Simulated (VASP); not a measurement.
CuGe2, 3 atoms in the cell. The structure is tetragonal, space group I4/mmm (No. 139). The conventional cell has a = 2.876 Å, b = 2.876 Å, c = 12.205 Å, α = 90.00°, β = 90.00°, γ = 90.00°. Cu (site symmetry 4/mmm) has 8 Ge at 2.69 Å and 4 Cu at 2.88 Å within 3.5 Å. Ge (site symmetry 4mm) has 4 Cu at 2.69 Å and 9 Ge at 2.88 to 3.51 Å within 3.6 Å. 

* Program: VASP 6.6.1
* Task: single point
* Functional: PBE
* Potentials or basis: VASP PAW PBE potentials, release 64 (Cu, Ge_d)
* Cutoff: 520 eV
* k mesh: 20 × 20 × 20
* Occupations: fermi-dirac, width 0.15 eV
* Spin: no spin polarisation
* Dipole correction: no
* Further INCAR settings: ALGO = Normal; EDIFF = 1e-06; NBANDS = 26

Potentials or basis: VASP PAW PBE potentials, release 64 (Cu, Ge_d).

Command:

```console
$ cat potpaw_PBE.64/Cu/POTCAR potpaw_PBE.64/Ge_d/POTCAR > POTCAR
$ mpirun -np 1 vasp_std > vasp.out
```

Hardware: 1 thread of AMD EPYC 9R45 96-Core Processor (Zen 5), on a shared host.

Task: Estimate the wall time of this run.

Result: Wall time 26 min on 1 thread of AMD EPYC 9R45 96-Core Processor (Zen 5), on a shared host, peak memory 0.89 GiB. Counts: scf iterations 14, k points 641.
